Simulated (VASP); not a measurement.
Input of a VASP 6.6.1 run:

File INCAR:

```
SYSTEM = ZnS
PREC = Accurate ; ENCUT = 520
EDIFF = 1E-6 ; ISMEAR = 0
SIGMA = 0.01 ; LREAL = .FALSE.
LASPH = .TRUE. ; NELM = 100
ALGO = Normal ; ISIF = 2
LWAVE = .FALSE. ; LCHARG = .FALSE.
GGA = CA ; NBANDS = 26
```

Contents of KPOINTS:

```
Automatic mesh
0
G
  9 9 6
  0 0 0
```

Contents of POSCAR:

```
ZnS
1.0
    3.7822379936      0.0000000000      0.0000000000
   -1.8911189968      3.2755141856      0.0000000000
    0.0000000000      0.0000000000      6.2081825480
Zn S
2 2
Direct
    0.3333333333      0.6666666667     -0.0278842939
    0.6666666667      0.3333333333      0.4721157061
    0.3333333333      0.6666666667      0.4028842939
    0.6666666667      0.3333333333      0.9028842939
```

Potentials or basis: VASP PAW LDA potentials, release 64 (Zn, S).

The run is started by

```sh
$ cat potpaw_LDA.64/Zn/POTCAR potpaw_LDA.64/S/POTCAR > POTCAR
$ mpirun -np 1 vasp_std > vasp.out
```

Question: What does it give for the pressure?

Answer: 0.5 GPa.

Question: Predict the largest force.

Answer: 0.826 eV/Å.

Question: Predict the band gap on the k mesh.

Answer: 2.26 eV, direct.

Stress tensor (GPa, compression positive):
```
 2.71  0.00  0.00
 0.00  2.71  0.00
 0.00  0.00 -4.06
```

A k mesh can miss the band edges. LDA gaps usually lie below the measured ones, often by a third to a half.
